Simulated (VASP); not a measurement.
# BeTe (I-4m2) in VASP: settings compared

The runs below take BeTe through single point, with PBE, r2SCAN, HSE06.

All numbers are computed with VASP 6.6.1; they aren't measurements. Logs are shortened: lines on timing, memory, paths and dates and some standing lists are left out, and cuts for length are marked.

**1. The cell of the first run**

It takes space group I-4m2 (No. 119, tetragonal). The conventional cell has a = 4.000 Å, b = 4.000 Å, c = 5.924 Å, α = 90.00°, β = 90.00°, γ = 90.00°. Within 3.3 Å of Be (site symmetry -4m2) lie 4 Te at 2.49 Å. Te (site symmetry -4m2) has 4 Be at 2.49 Å within 3.3 Å.

**2. Single point, PBE (uniaxial z strain +4.7%)**

INCAR reads:

```
  ALGO = Normal
  EDIFF = 1E-7
  ENCUT = 520
  GGA = PE
  ISIF = 2
  ISMEAR = -1
  LASPH = T
  LCHARG = F
  LREAL = F
  LWAVE = F
  NBANDS = 11
  NELM = 100
  PREC = Accurate
  SIGMA = 0.02
```

KPOINTS reads:

```
k-points
0
Gamma
  8 8 8
```

POSCAR reads:

```
BeTe
1.0
    0.0000000000      2.8286236224      2.9618517950
    2.8286236224      0.0000000000      2.9618517950
    2.8286236224      2.8286236224      0.0000000000
Be Te
1 1
Direct
    0.0000000000      0.0000000000      0.0000000000
    0.2500000000      0.2500000000      0.2500000000
```

Potentials or basis: VASP PAW PBE potentials, release 64 (Be, Te).

Launch:

```console
$ cat potpaw_PBE.64/Be/POTCAR potpaw_PBE.64/Te/POTCAR > POTCAR
$ mpirun -np 1 vasp_std > vasp.out
```

OUTCAR:

```text
EDIFF = 1E-7
   ENCUT = 520
   GGA = PE
   ISIF = 2
   ISMEAR = -1
   LASPH = T
   LREAL = F
   NELM = 100
   PREC = Accurate

 ion  position               nearest neighbor table
   1  0.000  0.000  0.000-   2 2.49   2 2.49   2 2.49   2 2.49
   2  0.250  0.250  0.250-   1 2.49   1 2.49   1 2.49   1 2.49

  LATTYP: Found a body centered tetragonal cell.
 ALAT       =     4.0002778896
 C/A-ratio  =     1.4808230212

  Lattice vectors:

 A1 = (  -2.8286236224,   0.0000000000,   2.9618517950)
 A2 = (   2.8286236224,   0.0000000000,   2.9618517950)
 A3 = (   0.0000000000,   2.8286236224,  -2.9618517950)

Analysis of symmetry for initial positions (statically):
=====================================================================
 Subroutine PRICEL returns:
 Original cell was already a primitive cell.

 Routine SETGRP: Setting up the symmetry group for a
 body centered tetragonal supercell.

 Subroutine GETGRP returns: Found  8 space group operations
 (whereof  8 operations were pure point group operations)
 out of a pool of 16 trial point group operations.

The static configuration has the point symmetry D_2d.

Analysis of symmetry for dynamics (positions and initial velocities):
=====================================================================
 Subroutine PRICEL returns:
 Original cell was already a primitive cell.

 Routine SETGRP: Setting up the symmetry group for a
 body centered tetragonal supercell.

 Subroutine GETGRP returns: Found  8 space group operations
 (whereof  8 operations were pure point group operations)
 out of a pool of 16 trial point group operations.

The dynamic configuration has the point symmetry D_2d.

 Subroutine INISYM returns: Found  8 space group operations
 (whereof  8 operations are pure point group operations),
 and found     1 'primitive' translations

----------------------------------------------------------------------------------------

                                     Primitive cell

  volume of cell :      47.3962

  direct lattice vectors                    reciprocal lattice vectors
     0.000000000  2.828623622  2.961851795    -0.176764415  0.176764415  0.168813308
     2.828623622  0.000000000  2.961851795     0.176764415 -0.176764415  0.168813308
     2.828623622  2.828623622  0.000000000     0.176764415  0.176764415 -0.168813308

  length of vectors
     4.095568050  4.095568050  4.000277890     0.301644244  0.301644244  0.301644244

  position of ions in fractional coordinates (direct lattice)
     0.000000000  0.000000000  0.000000000
     0.250000000  0.250000000  0.250000000

  ion indices of the primitive-cell ions
   primitive index   ion index
                 1           1
                 2           2

----------------------------------------------------------------------------------------

 KPOINTS: k-points

Automatic generation of k-mesh.
 Grid dimensions read from file:
 generate k-points for:    8    8    8

 Generating k-lattice:

  Cartesian coordinates                     Fractional coordinates (reciprocal lattice)
    -0.022095552  0.022095552  0.021101664     0.125000000  0.000000000  0.000000000
     0.022095552 -0.022095552  0.021101664     0.000000000  0.125000000  0.000000000
     0.022095552  0.022095552 -0.021101664    -0.000000000 -0.000000000  0.125000000

  Length of vectors
     0.037705530  0.037705530  0.037705530

  Shift w.r.t. Gamma in fractional coordinates (k-lattice)
     0.000000000  0.000000000  0.000000000

 Subroutine IBZKPT returns following result:
 ===========================================

 Found     59 irreducible k-points:

 Following reciprocal coordinates:
            Coordinates               Weight
  0.000000  0.000000  0.000000      1.000000
  0.125000  0.000000  0.000000      8.000000
  0.250000  0.000000  0.000000      8.000000
  0.375000  0.000000  0.000000      8.000000
  0.500000  0.000000  0.000000      4.000000
  0.125000  0.125000  0.000000      2.000000
[... 16 lines left out ...]
  0.250000  0.000000  0.125000     16.000000
  0.375000  0.000000  0.125000     16.000000
 [... further k-points ...]
   k-points           NKPTS =     59   k-points in BZ     NKDIM =     59   number of bands    NBANDS=     11
   number of dos      NEDOS =    301   number of ions     NIONS =      2
   total plane-waves  NPLWV =  27000
   dimension x,y,z NGX =    30 NGY =   30 NGZ =   30
   dimension x,y,z NGXF=    60 NGYF=   60 NGZF=   60
   ions per type =               1   1
   NGX,Y,Z   is equivalent  to a cutoff of  12.18, 12.18, 12.47 a.u.
   NGXF,Y,Z  is equivalent  to a cutoff of  24.36, 24.36, 24.94 a.u.
 SYSTEM =  unknown system
   PREC   = accura    normal or accurate (medium, high low for compatibility)
   ISTART =      0    job   : 0-new  1-cont  2-samecut
   ICHARG =      2    charge: 1-file 2-atom 10-const
   ISPIN  =      1    spin polarized calculation?
   LNONCOLLINEAR =      F non collinear calculations
   LSORBIT =      F    spin-orbit coupling
   LASPH  =      T    aspherical Exc in radial PAW
   ENCUT  =  520.0 eV  38.22 Ry    6.18 a.u.   7.62  7.62  7.44*2*pi/ulx,y,z
   NELM   =    100;   NELMIN=  2; NELMDL= -5     # of ELM steps
   EDIFF  = 0.1E-06   stopping-criterion for ELM
   LREAL  =      F    real-space projection
   EDIFFG = 0.1E-05   stopping-criterion for IOM
   NSW    =      0    number of steps for IOM
   IBRION =     -1    ionic relax: 0-MD 1-quasi-New 2-CG
   NFREE  =      0    steps in history (QN), initial steepest desc. (CG)
   ISIF   =      2    stress and relaxation
   ISYM   =      2    0-nonsym 1-usesym 2-fastsym
   POTIM  = 0.5000    time-step for ionic-motion
   TEBEG  =    0.0;   TEEND  =   0.0 temperature during run
   PSTRESS=    0.0 pullay stress
   NELECT =       8.0000    total number of electrons
   NUPDOWN=      -1.0000    fix difference up-down
   EMIN   =  10.00;   EMAX   =-10.00  energy-range for DOS
   EFERMI =   0.00;   METHOD = LEGACY
   ISMEAR =    -1;   SIGMA  =   0.02  broadening in eV -4-tet -1-fermi 0-gaus
   EFERMI_NEDOS =   21; number of points for ismear=-14 and -15
   IALGO  =     38    algorithm
   IMIX   =      4    mixing-type and parameters
     AMIX     =   0.40;   BMIX     =  1.00
     AMIX_MAG =   1.60;   BMIX_MAG =  1.00
  volume/ion in A,a.u.               =      23.70       159.92
  Fermi-wavevector in a.u.,A,eV,Ry     =   0.904740  1.709710 11.137100  0.818554
  Thomas-Fermi vector in A             =   2.028223
   LORBIT       =      0    0 simple, 1 ext, 2 COOP (PROOUT), +10 PAW based schemes
   GGA     = PE    functional components
   LHFCALC =     F    Hartree Fock is set to
   AEXX    =    0.0000 exact exchange contribution
   IVDW    =     0    specifies the selected vdW correction
   LEPSILON=     F    determine dielectric tensor
   LRPA    =     F    only Hartree local field effects (RPA)
 non-spin polarized calculation
  energy-cutoff  :      520.00
  volume of cell :       47.40
 maximum number of plane-waves:      1299
   NGX = 15   NGY = 15   NGZ = 15

 number of electron       8.0000000 magnetization

 Free energy of the ion-electron system (eV)
  ---------------------------------------------------
  ext. energy  EPLUGINS =         0.00000000
  ---------------------------------------------------
  free energy    TOTEN  =        -7.59921855 eV

  energy without entropy =       -7.59921855  energy(sigma->0) =       -7.59921855

 E-fermi :   4.9195     XC(G=0):  -8.8217

 val. band max:        4.5358878599   @ k =   0.0000   0.0000   0.0000
 cond. band min:       6.4719129397   @ k =   0.5000   0.0000   0.5000
 fundamental gap:      1.9360250798
 Fermi energy:         4.9194756926

 k-point     1 :       0.0000    0.0000    0.0000
  band No.  band energies     occupation
      1      -7.4670      2.00000
      2       4.2818      2.00000
      3       4.5359      2.00000
      4       4.5359      2.00000
      5       7.8339      0.00000
      6       8.0857      0.00000
      7       8.0857      0.00000
      8       8.1818      0.00000
      9      12.6819      0.00000
     10      14.0915      0.00000
     11      15.0126      0.00000

 k-point     2 :       0.1250    0.0000    0.0000
  band No.  band energies     occupation
      1      -7.3318      2.00000
      2       3.2033      2.00000
      3       4.1438      2.00000
      4       4.3461      2.00000
      5       7.8485      0.00000
      6       8.4037      0.00000
      7       8.4552      0.00000
      8       9.2519      0.00000
      9      13.0941      0.00000
     10      13.3885      0.00000
     11      14.0238      0.00000

 k-point     3 :       0.2500    0.0000    0.0000
  band No.  band energies     occupation
      1      -6.9620      2.00000
      2       1.3318      2.00000
      3       3.6991      2.00000
      4       3.9857      2.00000
      5       7.5920      0.00000
      6       8.9179      0.00000
      7       8.9575      0.00000
      8      11.1671      0.00000
      9      13.1691      0.00000
     10      13.5778      0.00000
     11      13.6126      0.00000

 k-point     4 :       0.3750    0.0000    0.0000
  band No.  band energies     occupation
      1      -6.5001      2.00000
      2      -0.1361      2.00000
      3       3.3552      2.00000
      4       3.7060      2.00000
      5       7.3844      0.00000
      6       9.0251      0.00000
      7       9.1859      0.00000
      8      12.2607      0.00000
      9      13.8106      0.00000
     10      14.3551      0.00000
     11      14.6109      0.00000

 k-point     5 :       0.5000    0.0000    0.0000
  band No.  band energies     occupation
      1      -6.2647      2.00000
      2      -0.7177      2.00000
      3       3.2308      2.00000
      4       3.6055      2.00000
      5       7.3087      0.00000
      6       9.0007      0.00000
      7       9.1937      0.00000
      8      12.2939      0.00000
      9      15.0292      0.00000
     10      15.5759      0.00000
     11      15.9639      0.00000
[... 211 lines left out ...]
 k-point    21 :       0.5000    0.5000    0.0000
  band No.  band energies     occupation
      1      -5.9383      2.00000
      2      -0.5087      2.00000
      3       2.2254      2.00000
      4       2.2254      2.00000
      5       6.7651      0.00000
      6       7.4397      0.00000
      7      13.7270      0.00000
      8      13.7270      0.00000
      9      15.4342      0.00000
     10      16.6691      0.00000
     11      17.6732      0.00000

 k-point    22 :       0.1250    0.0000    0.1250
  band No.  band energies     occupation
      1      -7.2807      2.00000
      2       3.4452      2.00000
      3       3.7226      2.00000
      4       3.8974      2.00000
      5       7.7036      0.00000
      6       8.8277      0.00000
      7       8.8538      0.00000
      8       9.1737      0.00000
      9      12.7365      0.00000
     10      13.5958      0.00000
     11      14.5015      0.00000

 k-point    23 :       0.2500    0.0000    0.1250
  band No.  band energies     occupation
      1      -6.9823      2.00000
      2       1.8749      2.00000
      3       3.3285      2.00000
      4       3.6048      2.00000
      5       7.7519      0.00000
      6       8.7693      0.00000
      7       9.6643      0.00000
      8      10.2303      0.00000
      9      12.7972      0.00000
     10      14.1328      0.00000
     11      14.4780      0.00000

 k-point    24 :       0.3750    0.0000    0.1250
  band No.  band energies     occupation
      1      -6.5384      2.00000
      2       0.3333      2.00000
      3       3.0038      2.00000
      4       3.2306      2.00000
      5       7.8055      0.00000
      6       9.0302      0.00000
      7       9.8734      0.00000
      8      10.8189      0.00000
      9      14.1070      0.00000
     10      14.3602      0.00000
     11      15.2838      0.00000

 [... further k-points ...]

------------------------ aborting loop because EDIFF is reached ----------------------------------------

  FORCE on cell =-STRESS in cart. coord.  units (eV):
  Direction    XX          YY          ZZ          XY          YZ          ZX
  --------------------------------------------------------------------------------------
  -------------------------------------------------------------------------------------
  Total       -0.3376039     -0.3376039     -1.1863929      0.0000000     -0.0000000      0.0000000
  in kB      -11.4123330    -11.4123330    -40.1047191      0.0000000     -0.0000000      0.0000000
  external PRESSURE =     -20.9764617 kB  Pullay stress =       0.0000000 kB

 VOLUME and BASIS-vectors are now :
 -----------------------------------------------------------------------------
  energy-cutoff  :      520.00
  volume of cell :       47.40
      direct lattice vectors                 reciprocal lattice vectors
     0.000000000  2.828623622  2.961851795    -0.176764415  0.176764415  0.168813308
     2.828623622  0.000000000  2.961851795     0.176764415 -0.176764415  0.168813308
     2.828623622  2.828623622  0.000000000     0.176764415  0.176764415 -0.168813308

 POSITION                                       TOTAL-FORCE (eV/Angst)
 -----------------------------------------------------------------------------------
      0.00000      0.00000      0.00000        -0.000000     -0.000000      0.000000
      1.41431      1.41431      1.48093         0.000000      0.000000     -0.000000
 -----------------------------------------------------------------------------------
    total drift:                                0.000000      0.000000     -0.000000

  FREE ENERGIE OF THE ION-ELECTRON SYSTEM (eV)
  ---------------------------------------------------
  free  energy   TOTEN  =        -7.5992185474 eV

  energy  without entropy=       -7.5992185474  energy(sigma->0) =       -7.59921855
```

Run time: 22 s. Hardware: 1 thread of Intel Xeon Platinum 8488C (Sapphire Rapids), shared host; peak memory 0.18 GiB.

Results:

```yaml
Free_energy: -7.5992 eV
Pressure: -2.1 GPa
Band_gap_on_the_k_mesh: 1.94 eV, indirect (least direct gap 3.30 eV)
```

Stress tensor (GPa, compression positive):
```
-1.14  0.00  0.00
 0.00 -1.14  0.00
 0.00  0.00 -4.01
```

Caveat: the cell differs from its parent crystal (uniaxial z strain +4.7%); spin-orbit coupling is left out, which moves the levels of the heavy elements.

[end of part 1 of 2]
